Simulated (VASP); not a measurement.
Runs of VASP 6.6.1 on SiGe5. The structure is that of space group F-43m (No. 216), or close to it. The cells are those of the table. 

```csv
task,cell,k mesh,cutoff (eV),gap on the mesh (eV),pressure (GPa),largest force (eV/Å)
relaxation of cell and atoms,"relaxed from a = 5.293 Å, angles 60.0°, 6 atoms",4 × 4 × 4,600,none,0.1,-
single point,"a = 5.516 Å, angles 60.0°, 6 atoms",8 × 8 × 8,520,none,0.0,-
single point,"a = 5.293 Å, angles 60.0°, 6 atoms",4 × 4 × 4,520,none,10.1,0.39
single point,"a = 5.523 Å, angles 60.0°, 6 atoms",4 × 4 × 4,520,none,0.0,(a)
```

Alike in all rows: level PBE; potentials or basis VASP PAW PBE potentials, release 64 (Si, Ge_d); no spin polarisation; smearing gaussian 0.1 eV.

Task: Fill in the values left out.

Result: (a) 0.03.

Caveats: some runs use coarse meshes.

A k mesh can miss the band edges, and the runs leave out spin-orbit coupling on Ge.

A gap of «none» marks levels without a gap at the run's occupations.
